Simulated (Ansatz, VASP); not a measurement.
**Two plane-wave programs on SiO2**

File INCAR:

```
PREC = Accurate
ENCUT = 520
EDIFF = 1E-7
ISMEAR = 0
SIGMA = 0.02
LREAL = False
LASPH = True
NELM = 100
ALGO = Normal
ISIF = 2
LWAVE = False
LCHARG = False
GGA = PE
NBANDS = 25
```

KPOINTS

```
Automatic mesh
0
Gamma
  6 6 6
```

POSCAR

```
SiO2
1.0
    0.0000000000      3.5716768000      3.5716768000
    3.5716768000      0.0000000000      3.5716768000
    3.5716768000      3.5716768000      0.0000000000
Si O
2 4
Direct
    0.5000000000      0.5000000000      0.5000000000
    0.7500000000      0.7500000000      0.7500000000
    0.6250000000      0.6250000000      0.6250000000
    0.1250000000      0.6250000000      0.6250000000
    0.6250000000      0.6250000000      0.1250000000
    0.6250000000      0.1250000000      0.6250000000
```

Input for Ansatz:

```yaml
crystal:
  lattice:
    - [0.0, 3.5716768, 3.5716768]
    - [3.5716768, 0.0, 3.5716768]
    - [3.5716768, 3.5716768, 0.0]
  atoms:
    - { symbol: Si, position: [0.5, 0.5, 0.5] }
    - { symbol: Si, position: [0.75, 0.75, 0.75] }
    - { symbol: O, position: [0.625, 0.625, 0.625] }
    - { symbol: O, position: [0.125, 0.625, 0.625] }
    - { symbol: O, position: [0.625, 0.625, 0.125] }
    - { symbol: O, position: [0.625, 0.125, 0.625] }
basis:
  ecutwfc: 420
kpoints:
  mp_grid: { grid: [6, 6, 6] }
hamiltonian:
  xc: pbe
scf:
  occupations: { method: gaussian, width: 0.02 }
output:
  forces: true
  stress: true
  eigenvalues: true
  populations: true
```

Alike in both runs: task single point; functional PBE; k mesh 6 × 6 × 6; occupations gaussian, width 0.02 eV; no spin polarisation.

```csv
,VASP,Ansatz
version,VASP 6.6.1,Ansatz 0.2.0
potentials or method,"VASP PAW PBE potentials, release 64 (Si, O), cutoff 520 eV","scalar-relativistic, plane waves, PAW"
valence electrons in the cell,32,32
```

|  | VASP | Ansatz | Ansatz less VASP |
| --- | --- | --- | --- |
| gap on the k mesh at the Fermi level (eV) | 5.67 | 5.68 | +0.008 |
| least direct gap on the mesh (eV) | 5.67 | 5.68 | +0.009 |
| pressure (GPa) | 24.6 | 24.5 | -0.11 |
